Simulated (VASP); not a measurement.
Here is a VASP 6.6.1 calculation.

INCAR

```
SYSTEM = Cu16N
PREC = Accurate
ENCUT = 520
EDIFF = 1E-6
ISMEAR = -1
SIGMA = 0.1
LREAL = Auto
LASPH = .True.
NELM = 80
ALGO = Normal
ISIF = 2
LWAVE = .False.
LCHARG = .False.
GGA = PE
NBANDS = 104
```

File KPOINTS:

```
Automatic mesh
0
Gamma
  3 3 1
  0 0 0
```

The input POSCAR:

```
Cu16N
1.0
    5.1053110000      0.0000000000      0.0000000000
    2.5526550000      4.4213290000      0.0000000000
    0.0000000000      0.0000000000     18.2527030000
Cu N
16 1
Direct
    0.0000000000      0.0000000000      0.0547864062
    0.5000087164      0.0000000000      0.0547864062
   -0.0000094012      0.5000080293      0.0547864062
    0.4999993152      0.5000080293      0.0547864062
   -0.0090628937      0.2503545880      0.1822415014
    0.5679841881      0.2376208602      0.1710376814
    0.0641883493      0.6754530142      0.1783845384
    0.4913075227      0.7980405892      0.1926344827
   -0.2922870810      0.4344168914      0.2893105750
    0.2457189177      0.3939539446      0.2991009058
   -0.2577124747      0.8791248061      0.2997638213
    0.1702052770      0.9507548522      0.3200019197
    0.0307397902      0.0297195707      0.4441533947
    0.4867309482      0.0726252220      0.4223867555
   -0.0655734411      0.5844396560      0.4071342201
    0.4518766991      0.5876739777      0.4120595180
    0.7667319722      0.3964871196      0.4739352851
```

Potentials or basis: VASP PAW PBE potentials, release 64 (Cu, N).

Launch:

```console
$ cat potpaw_PBE.64/Cu/POTCAR potpaw_PBE.64/N/POTCAR > POTCAR
$ mpirun -np 1 vasp_std > vasp.out
```

**Question.** Estimate the band gap on the k mesh.

**Answer.** Zero (an odd number of electrons rules out a gap without spin polarisation).

**Question.** What does it give for the largest force?

**Answer.** 1.713 eV/Å.

Forces on the atoms (eV/Å):
```
Cu  -0.012 -0.049  0.401
Cu  -0.100 -0.099  0.264
Cu  -0.038 -0.040  0.091
Cu   0.023  0.294  0.120
Cu   1.589 -0.524 -0.366
Cu  -1.403 -0.418  0.391
Cu   0.182  1.186  0.073
Cu  -0.075 -0.174 -0.596
Cu  -0.467 -0.459  0.579
Cu   0.154 -0.178 -0.474
Cu  -0.006  1.119 -0.675
Cu   0.487 -0.198 -1.029
Cu  -0.904  0.059  0.195
Cu   0.057  0.631 -0.240
Cu   0.513 -0.893  1.263
Cu  -0.456 -0.970  0.019
N    0.455  0.714 -0.014
```

Caveat: the k points lie up to 0.47 Å⁻¹ apart, too coarse for converged energies and pressures of a metal; the atoms stand as in a frame of molecular dynamics; there is no dipole correction, which matters where the two faces differ. With open d or f shells a metallic result of PBE can be an artefact of self-interaction; +U or a hybrid may open a gap.
